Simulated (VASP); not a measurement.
# BAs (P6_3/mmc) in VASP: notebook

The runs below take BAs through single point, with r2SCAN.

Program: VASP 6.6.1. These are calculated values, not measurements. Logs are shortened: lines on timing, memory, paths and dates and some standing lists are left out, and cuts for length are marked.

### 1 The cell of the first run

It takes space group P6_3/mmc (No. 194, hexagonal). Conventional cell: a = 3.366 Å, b = 3.366 Å, c = 8.745 Å, α = 90.00°, β = 90.00°, γ = 120.00°. Within 2.6 Å of B (site symmetry -6m2) lie 3 As at 1.94 Å. As (site symmetry -6m2) has 3 B at 1.94 Å within 2.6 Å.

### 2 Single point, r2SCAN

Contents of POSCAR:

```
BAs
1.0
    3.3658576842      0.0000000000      0.0000000000
   -1.6829288421      2.9149182600      0.0000000000
    0.0000000000      0.0000000000      8.7445888832
B As
2 2
Direct
    0.3333333333      0.6666666667      0.2500000000
    0.6666666667      0.3333333333      0.7500000000
    0.6666666667      0.3333333333      0.2500000000
    0.3333333333      0.6666666667      0.7500000000
```

Contents of INCAR.step1:

```
PREC = Accurate
ENCUT = 520
ISMEAR = 0
SIGMA = 0.01
LREAL = F
LASPH = T
NELM = 100
NBANDS = 16
GGA = PE
ALGO = Normal
EDIFF = 1E-4
LWAVE = T
LCHARG = F
```

Contents of INCAR.step2:

```
PREC = Accurate
ENCUT = 520
EDIFF = 1E-6
ISMEAR = 0
SIGMA = 0.01
LREAL = F
LASPH = T
NELM = 100
ALGO = Normal
ISIF = 2
LWAVE = F
LCHARG = F
METAGGA = R2SCAN
LMIXTAU = T
NBANDS = 16
ISTART = 1
```

Contents of KPOINTS:

```
Automatic mesh
0
Gamma
  9 9 4
```

Potentials or basis: VASP PAW PBE potentials, release 64 (B, As).

On the command line:

```
> cat potpaw_PBE.64/B/POTCAR potpaw_PBE.64/As/POTCAR > POTCAR
> cp INCAR.step1 INCAR
> mpirun -np 1 vasp_std > vasp.out
> cp INCAR.step2 INCAR
> mpirun -np 1 vasp_std > vasp.out
```

OUTCAR:

```text
PREC = Accurate
   ENCUT = 520
   EDIFF = 1E-6
   ISMEAR = 0
   LREAL = F
   LASPH = T
   NELM = 100
   ISIF = 2
   METAGGA = R2SCAN
   ISTART = 1

 ion  position               nearest neighbor table
   1  0.333  0.667  0.250-   3 1.94   3 1.94   3 1.94
   2  0.667  0.333  0.750-   4 1.94   4 1.94   4 1.94
   3  0.667  0.333  0.250-   1 1.94   1 1.94   1 1.94
   4  0.333  0.667  0.750-   2 1.94   2 1.94   2 1.94

  LATTYP: Found a hexagonal cell.
 ALAT       =     3.3658576842
 C/A-ratio  =     2.5980269232

  Lattice vectors:

 A1 = (   3.3658576842,   0.0000000000,   0.0000000000)
 A2 = (  -1.6829288421,   2.9149182600,   0.0000000000)
 A3 = (   0.0000000000,   0.0000000000,   8.7445888832)

Analysis of symmetry for initial positions (statically):
=====================================================================
 Subroutine PRICEL returns:
 Original cell was already a primitive cell.

 Routine SETGRP: Setting up the symmetry group for a
 hexagonal supercell.

 Subroutine GETGRP returns: Found 24 space group operations
 (whereof 12 operations were pure point group operations)
 out of a pool of 24 trial point group operations.

The static configuration has the point symmetry D_3d.
 The point group associated with its full space group is D_6h.

Analysis of symmetry for dynamics (positions and initial velocities):
=====================================================================
 Subroutine PRICEL returns:
 Original cell was already a primitive cell.

 Routine SETGRP: Setting up the symmetry group for a
 hexagonal supercell.

 Subroutine GETGRP returns: Found 24 space group operations
 (whereof 12 operations were pure point group operations)
 out of a pool of 24 trial point group operations.

The dynamic configuration has the point symmetry D_3d.
 The point group associated with its full space group is D_6h.

 Subroutine INISYM returns: Found 24 space group operations
 (whereof 12 operations are pure point group operations),
 and found     1 'primitive' translations

----------------------------------------------------------------------------------------

                                     Primitive cell

  volume of cell :      85.7949

  direct lattice vectors                    reciprocal lattice vectors
[... 90 lines left out ...]
   NELM   =    100;   NELMIN=  2; NELMDL=  0     # of ELM steps
   EDIFF  = 0.1E-05   stopping-criterion for ELM
   LREAL  =      F    real-space projection
   EDIFFG = 0.1E-04   stopping-criterion for IOM
   NSW    =      0    number of steps for IOM
   IBRION =     -1    ionic relax: 0-MD 1-quasi-New 2-CG
   NFREE  =      0    steps in history (QN), initial steepest desc. (CG)
   ISIF   =      2    stress and relaxation
   ISYM   =      2    0-nonsym 1-usesym 2-fastsym
   POTIM  = 0.5000    time-step for ionic-motion
   TEBEG  =    0.0;   TEEND  =   0.0 temperature during run
   PSTRESS=    0.0 pullay stress
   NELECT =      16.0000    total number of electrons
   NUPDOWN=      -1.0000    fix difference up-down
   EMIN   =  10.00;   EMAX   =-10.00  energy-range for DOS
   EFERMI =   0.00;   METHOD = LEGACY
   ISMEAR =     0;   SIGMA  =   0.01  broadening in eV -4-tet -1-fermi 0-gaus
   EFERMI_NEDOS =   21; number of points for ismear=-14 and -15
   IALGO  =     38    algorithm
   IMIX   =      4    mixing-type and parameters
     AMIX     =   0.40;   BMIX     =  1.00
     AMIX_MAG =   1.60;   BMIX_MAG =  1.00
  volume/ion in A,a.u.               =      21.45       144.74
  Fermi-wavevector in a.u.,A,eV,Ry     =   0.935322  1.767502 11.902738  0.874827
  Thomas-Fermi vector in A             =   2.062217
   LORBIT       =      0    0 simple, 1 ext, 2 COOP (PROOUT), +10 PAW based schemes
   METAGGA = R2SCAN    functional components
   LHFCALC =     F    Hartree Fock is set to
   AEXX    =    0.0000 exact exchange contribution
   IVDW    =     0    specifies the selected vdW correction
   LEPSILON=     F    determine dielectric tensor
   LRPA    =     F    only Hartree local field effects (RPA)
 non-spin polarized calculation
 Gauss-broadening in eV      SIGMA  =   0.01
  energy-cutoff  :      520.00
  volume of cell :       85.79
 maximum number of plane-waves:      2348
 NGX is ok and might be reduce to    28
   NGX = 13   NGY = 13   NGZ = 33

 number of electron      16.0000000 magnetization

 Free energy of the ion-electron system (eV)
  ---------------------------------------------------
  ext. energy  EPLUGINS =         0.00000000
  ---------------------------------------------------
  free energy    TOTEN  =       -42.89380075 eV

  energy without entropy =      -42.89380075  energy(sigma->0) =      -42.89380075

 E-fermi :   1.7384     XC(G=0):  -8.6294

 val. band max:        1.6492038392   @ k =   0.3333   0.3333   0.5000
 cond. band min:       2.6041748988   @ k =   0.3333   0.3333   0.5000
 fundamental gap:      0.9549710596
 Fermi energy:         1.7384016743

 k-point     1 :       0.0000    0.0000    0.0000
  band No.  band energies     occupation
      1     -12.9366      2.00000
      2     -12.8285      2.00000
      3      -3.0552      2.00000
      4      -1.8606      2.00000
      5       0.0883      2.00000
      6       0.0883      2.00000
[... 433 lines left out ...]
      3      -6.7478      2.00000
      4      -6.7478      2.00000
      5      -4.6585      2.00000
      6      -4.5971      2.00000
[... 8 lines left out ...]
     15      10.9753      0.00000
     16      11.5837      0.00000

 [... further k-points ...]

------------------------ aborting loop because EDIFF is reached ----------------------------------------

  FORCE on cell =-STRESS in cart. coord.  units (eV):
  Direction    XX          YY          ZZ          XY          YZ          ZX
  --------------------------------------------------------------------------------------
  -------------------------------------------------------------------------------------
  Total        0.1899900      0.1899900     -0.0403701      0.0000000      0.0000000      0.0000000
  in kB        3.5479685      3.5479685     -0.7538918      0.0000000      0.0000000      0.0000000
  external PRESSURE =       2.1140151 kB  Pullay stress =       0.0000000 kB

 VOLUME and BASIS-vectors are now :
 -----------------------------------------------------------------------------
  energy-cutoff  :      520.00
  volume of cell :       85.79
      direct lattice vectors                 reciprocal lattice vectors
     3.365857684  0.000000000  0.000000000     0.297101094  0.171531397  0.000000000
    -1.682928842  2.914918260  0.000000000     0.000000000  0.343062793  0.000000000
     0.000000000  0.000000000  8.744588883     0.000000000  0.000000000  0.114356434

 POSITION                                       TOTAL-FORCE (eV/Angst)
 -----------------------------------------------------------------------------------
     -0.00000      1.94328      2.18615         0.000000      0.000000      0.000000
      1.68293      0.97164      6.55844        -0.000000     -0.000000      0.000000
      1.68293      0.97164      2.18615         0.000000     -0.000000      0.000000
     -0.00000      1.94328      6.55844         0.000000      0.000000      0.000000
 -----------------------------------------------------------------------------------
    total drift:                                0.000000     -0.000000      0.000000

  FREE ENERGIE OF THE ION-ELECTRON SYSTEM (eV)
  ---------------------------------------------------
  free  energy   TOTEN  =       -42.8938007513 eV

  energy  without entropy=      -42.8938007513  energy(sigma->0) =      -42.89380075
```

OSZICAR.step1:

```text
N       E                     dE             d eps       ncg     rms          rms(c)
DAV:   1     0.501294841526E+02    0.50129E+02   -0.60914E+03  1152   0.814E+02
DAV:   2    -0.189418350710E+02   -0.69071E+02   -0.62683E+02  1592   0.140E+02
DAV:   3    -0.226345061493E+02   -0.36927E+01   -0.36669E+01  1600   0.344E+01
DAV:   4    -0.226715253980E+02   -0.37019E-01   -0.36991E-01  1392   0.382E+00
DAV:   5    -0.226720893948E+02   -0.56400E-03   -0.56397E-03  1592   0.454E-01    0.713E+00
DAV:   6    -0.214112012632E+02    0.12609E+01   -0.18204E+00  1464   0.773E+00    0.352E+00
DAV:   7    -0.212935826154E+02    0.11762E+00   -0.31785E-01  1536   0.291E+00    0.163E+00
DAV:   8    -0.212598129830E+02    0.33770E-01   -0.86068E-02  1512   0.143E+00    0.294E-01
DAV:   9    -0.212613794810E+02   -0.15665E-02   -0.31701E-03  1424   0.305E-01    0.161E-01
DAV:  10    -0.212626247064E+02   -0.12452E-02   -0.14371E-03  1256   0.196E-01    0.529E-02
DAV:  11    -0.212626952499E+02   -0.70543E-04   -0.66983E-05  1376   0.499E-02
   1 F= -.21262695E+02 E0= -.21262695E+02  d E =-.207783E-19
```

Wall time 2.3 min (1 thread of AMD EPYC 9R45 (Zen 5), shared host); peak memory 0.22 GiB.

Results:

| Property | Result |
| --- | --- |
| Free energy | -42.8938 eV |
| Pressure | 0.2 GPa |
| Band gap on the k mesh | 0.95 eV, direct |

Stress tensor (GPa, compression positive):
```
 0.35  0.00  0.00
 0.00  0.35  0.00
 0.00  0.00 -0.08
```

Caveat: the PAW data sets were made with another functional, which shifts forces and pressure a little. A k mesh can miss the band edges.

### 3 Single point, r2SCAN (volume changed by +3%)

Contents of POSCAR:

```
BAs
1.0
    3.3991851752      0.0000000000      0.0000000000
   -1.6995925876      2.9437807139      0.0000000000
    0.0000000000      0.0000000000      8.8311746022
B As
2 2
Direct
    0.3333333333      0.6666666667      0.2500000000
    0.6666666667      0.3333333333      0.7500000000
    0.6666666667      0.3333333333      0.2500000000
    0.3333333333      0.6666666667      0.7500000000
```

Contents of INCAR.step1:

```
SYSTEM = BAs
PREC = Accurate ; ENCUT = 520
ISMEAR = 0 ; SIGMA = 0.01
LREAL = .FALSE. ; LASPH = .TRUE.
NELM = 100 ; NBANDS = 16
GGA = PE ; ALGO = Normal
EDIFF = 1E-4 ; LWAVE = .TRUE.
LCHARG = .FALSE.
```

Contents of INCAR.step2:

```
SYSTEM = BAs
PREC = Accurate ; ENCUT = 520
EDIFF = 1E-6 ; ISMEAR = 0
SIGMA = 0.01 ; LREAL = .FALSE.
LASPH = .TRUE. ; NELM = 100
ALGO = Normal ; ISIF = 2
LWAVE = .FALSE. ; LCHARG = .TRUE.
METAGGA = R2SCAN ; LMIXTAU = .TRUE.
LELF = .TRUE. ; LVHAR = .TRUE.
NBANDS = 16 ; ISTART = 1
```

Contents of KPOINTS:

```
regular mesh
0
G
  9 9 4
  0 0 0
```

Potentials or basis: VASP PAW PBE potentials, release 64 (B, As).

On the command line:

```
> cat potpaw_PBE.64/B/POTCAR potpaw_PBE.64/As/POTCAR > POTCAR
> cp INCAR.step1 INCAR
> mpirun -np 1 vasp_std > vasp.out
> cp INCAR.step2 INCAR
> mpirun -np 1 vasp_std > vasp.out
```

OUTCAR:

```text
SYSTEM = BAs
   PREC = Accurate
   ENCUT = 520
   EDIFF = 1E-6
   ISMEAR = 0
   LREAL = .FALSE.
   LASPH = .TRUE.
   NELM = 100
   ISIF = 2
   METAGGA = R2SCAN
   ISTART = 1

 ion  position               nearest neighbor table
   1  0.333  0.667  0.250-   3 1.96   3 1.96   3 1.96
   2  0.667  0.333  0.750-   4 1.96   4 1.96   4 1.96
   3  0.667  0.333  0.250-   1 1.96   1 1.96   1 1.96
   4  0.333  0.667  0.750-   2 1.96   2 1.96   2 1.96

  LATTYP: Found a hexagonal cell.
 ALAT       =     3.3991851752
 C/A-ratio  =     2.5980269232

[... 648 lines left out ...]
     16      11.2481      0.00000

 [... further k-points ...]
[... 5 lines left out ...]
  --------------------------------------------------------------------------------------
  -------------------------------------------------------------------------------------
  Total       -1.8389409     -1.8389409     -0.0769732      0.0000000     -0.0000000      0.0000000
  in kB      -33.3410757    -33.3410757     -1.3955689      0.0000000     -0.0000000      0.0000000
  external PRESSURE =     -22.6925734 kB  Pullay stress =       0.0000000 kB

 VOLUME and BASIS-vectors are now :
 -----------------------------------------------------------------------------
  energy-cutoff  :      520.00
  volume of cell :       88.37
      direct lattice vectors                 reciprocal lattice vectors
     3.399185175  0.000000000  0.000000000     0.294188151  0.169849608  0.000000000
    -1.699592588  2.943780714  0.000000000     0.000000000  0.339699216  0.000000000
     0.000000000  0.000000000  8.831174602     0.000000000  0.000000000  0.113235220

 POSITION                                       TOTAL-FORCE (eV/Angst)
 -----------------------------------------------------------------------------------
     -0.00000      1.96252      2.20779        -0.000000      0.000000     -0.000000
      1.69959      0.98126      6.62338         0.000000     -0.000000      0.000000
      1.69959      0.98126      2.20779         0.000000      0.000000     -0.000000
     -0.00000      1.96252      6.62338         0.000000      0.000000     -0.000000
 -----------------------------------------------------------------------------------
    total drift:                               -0.000000      0.000000      0.000000

  FREE ENERGIE OF THE ION-ELECTRON SYSTEM (eV)
  ---------------------------------------------------
  free  energy   TOTEN  =       -42.8772350174 eV

  energy  without entropy=      -42.8772350174  energy(sigma->0) =      -42.87723502
```

Run time: 2.4 min. Hardware: 1 thread of AMD EPYC 9R45 (Zen 5), shared host; peak memory 0.22 GiB.

Results:

```
Free energy            : -42.8772 eV
Pressure               : -2.3 GPa
Band gap on the k mesh : 0.98 eV, direct
```

Levels at points of the mesh, in eV from the valence-band top:
```tsv
k point	band 5	band 6	band 7	band 8	band 9	band 10	band 11	band 12
(0.00, 0.00, 0.00)	-1.59	-1.59	-1.55	-1.55	3.61	3.97	4.22	5.05
(0.00, 0.00, 0.50)	-1.57	-1.57	-1.57	-1.57	4.03	4.03	5.09	5.09
```

Caveat: the PAW data sets were made with another functional, which shifts forces and pressure a little.
